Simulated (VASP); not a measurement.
Set up this calculation in VASP 6.6.1, as the native input.

- Task: relaxation of cell and atoms
- Functional: PBE
- Potentials or basis: VASP PAW PBE potentials, release 64 (Li_sv, F)
- Cutoff: 750 eV
- k mesh: 8 × 8 × 8
- Occupations: gaussian, width 0.05 eV
- Spin: no spin polarisation
- Dipole correction: no
- Further INCAR settings: ALGO = Normal; EDIFF = 1e-07; IBRION = 2; EDIFFG = -0.01; NSW = 60; ISIF = 3

The structure of LiF lies in POSCAR:

```
LiF
1.0
    0.0000000000      1.9928000000      1.9928000000
    1.9928000000      0.0000000000      1.9928000000
    1.9928000000      1.9928000000      0.0000000000
Li F
1 1
Direct
    0.0000000000      0.0000000000      0.0000000000
    0.5000000000      0.5000000000      0.5000000000
```

These files were run (other wordings do the same):

INCAR

```
SYSTEM = LiF
PREC = Accurate
ENCUT = 750
EDIFF = 1E-7
ISMEAR = 0
SIGMA = 0.05
LREAL = .False.
LASPH = .True.
NELM = 120
ALGO = Normal
ISIF = 3
LWAVE = .False.
LCHARG = .False.
GGA = PE
IBRION = 2
NSW = 60
EDIFFG = -0.01
GGA_COMPAT = .False.
NELMIN = 4
```

KPOINTS

```
regular mesh
0
Gamma
  8 8 8
  0 0 0
```

Potentials or basis: VASP PAW PBE potentials, release 64 (Li_sv, F).

The run is started by

```console
$ cat potpaw_PBE.64/Li_sv/POTCAR potpaw_PBE.64/F/POTCAR > POTCAR
$ mpirun -np 1 vasp_std > vasp.out
```

Results of the run:

```json
{
  "Relaxed volume": "8.32 Å³/atom",
  "Relaxed cell": "a = 2.866 Å, b = 2.866 Å, c = 2.866 Å, α = 60.00°, β = 60.00°, γ = 60.00°",
  "Space group after relaxing (to 0.1 Å)": "Fm-3m (No. 225)",
  "Energy gained by relaxing": "4.8 meV/atom",
  "Ionic steps": "3",
  "Pressure after relaxing": "-0.1 GPa",
  "Band gap on the k mesh": "8.92 eV"
}
```

Run time: 15 s on 1 thread of AMD EPYC 7R13 Processor (Zen 3), with other jobs on the host, peak memory 0.12 GiB.
